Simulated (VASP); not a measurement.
# Sb: elastic constants with LDA

Sb:

```xyz
1
Lattice="-1.8713 1.8713 1.8713 1.8713 -1.8713 1.8713 1.8713 1.8713 -1.8713" Properties=species:S:1:pos:R:3 pbc="T T T"
Sb    0.0000    0.0000    0.0000
```

```yaml
Program: VASP 6.6.1
Task: elastic constants
Functional: LDA
Potentials_or_basis: VASP PAW LDA potentials, release 64 (Sb_d_GW)
Cutoff: 500 eV
k_mesh: 7 × 7 × 7
Occupations: fermi-dirac, width 0.05 eV
Spin: no spin polarisation
Dipole_correction: no
Second_run: valence_matched
Ions_in_elastic_constants: relaxed
Further_INCAR_settings: ALGO = Normal; EDIFF = 1e-08; IBRION = 6; POTIM = 0.015; NSW = 1; ISIF = 3
```

```
Elastic constants C11, C12, C44 : -8, 83, 35 GPa
Voigt bulk modulus              : 53 GPa
```

Elastic tensor in Voigt notation (GPa, in the Cartesian axes of the cell as first typed):
```
-8 83 83  0  0  0
83 -8 83  0  0  0
83 83 -8  0  0  0
 0  0  0 35  0  0
 0  0  0  0 35  0
 0  0  0  0  0 35
```

Clamped-ion elastic tensor (GPa):
```
-8 83 83  0  0  0
83 -8 83  0  0  0
83 83 -8  0  0  0
 0  0  0 35  0  0
 0  0  0  0 35  0
 0  0  0  0  0 35
```

Wall time 80 s on 1 thread of Intel(R) Xeon(R) Platinum 8488C (Sapphire Rapids), on a shared host, peak memory 0.19 GiB.

Caveat: the cell is under stress, which shifts elastic constants; the elastic tensor has a negative eigenvalue, so either the cell is unstable as it stands or the mesh is too thin.
